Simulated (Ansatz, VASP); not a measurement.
**ZnO: VASP beside Ansatz**

File INCAR:

```
SYSTEM = ZnO
PREC = Accurate
ENCUT = 600
EDIFF = 1E-6
ISMEAR = 0
SIGMA = 0.02
LREAL = .False.
LASPH = .True.
NELM = 80
ALGO = Normal
ISIF = 3
LWAVE = .False.
LCHARG = .False.
GGA = PE
IVDW = 12
IBRION = 2
NSW = 100
EDIFFG = -0.005
```

KPOINTS

```
Automatic mesh
0
Gamma
  12 12 4
  0 0 0
```

The input POSCAR:

```
ZnO
1.0
    3.2879671587      0.0000000000      0.0000000000
   -1.6439835793      2.8474630862      0.0000000000
    0.0000000000      0.0000000000      7.1304413500
Zn O
2 2
Direct
    0.0000000000      0.0000000000      0.7500000000
    0.0000000000      0.0000000000      0.2500000000
    0.3333333300      0.6666666700      0.2500000000
    0.6666666700      0.3333333300      0.7500000000
```

Input for Ansatz:

```yaml
crystal:
  lattice:
    - [3.2879671587, 0.0, 0.0]
    - [-1.6439835793, 2.8474630862, 0.0]
    - [0.0, 0.0, 7.13044135]
  atoms:
    - { symbol: Zn, position: [0.0, 0.0, 0.75] }
    - { symbol: Zn, position: [0.0, 0.0, 0.25] }
    - { symbol: O, position: [0.33333333, 0.66666667, 0.25] }
    - { symbol: O, position: [0.66666667, 0.33333333, 0.75] }
basis:
  ecutwfc: 420
kpoints:
  mp_grid: { grid: [12, 12, 4] }
hamiltonian:
  xc: pbe
  dispersion: d3bj
scf:
  occupations: { method: gaussian, width: 0.02 }
output:
  forces: true
  stress: true
  eigenvalues: true
  write_density: true
  write_potential: true
  elf: true
  volumetric_format: npy
relax:
  adjacent_minimum: "off"
  f_tol: 0.005
  max_steps: 80
  cell: { stress_tol: 0.05 }
```

Alike in both runs: task relaxation of cell and atoms; functional PBE; dispersion D3(BJ); k mesh 12 × 12 × 4; occupations gaussian, width 0.02 eV; no spin polarisation.

|  | VASP | Ansatz |
| --- | --- | --- |
| version | VASP 6.6.1 | Ansatz 0.2.0 |
| potentials or method | VASP PAW PBE potentials, release 64 (Zn, O), cutoff 600 eV | scalar-relativistic, plane waves, PAW |
| valence electrons in the cell | 36 | 36 |

```csv
,VASP,Ansatz,Ansatz less VASP
"gap on the k mesh at the Fermi level, each at its own relaxed structure (eV)",0.69,0.70,+0.007
relaxed volume (Å³/atom),14.21,14.25,+0.036
relaxed cell length with the largest relative difference (Å),6.122,6.169,+0.0472
```
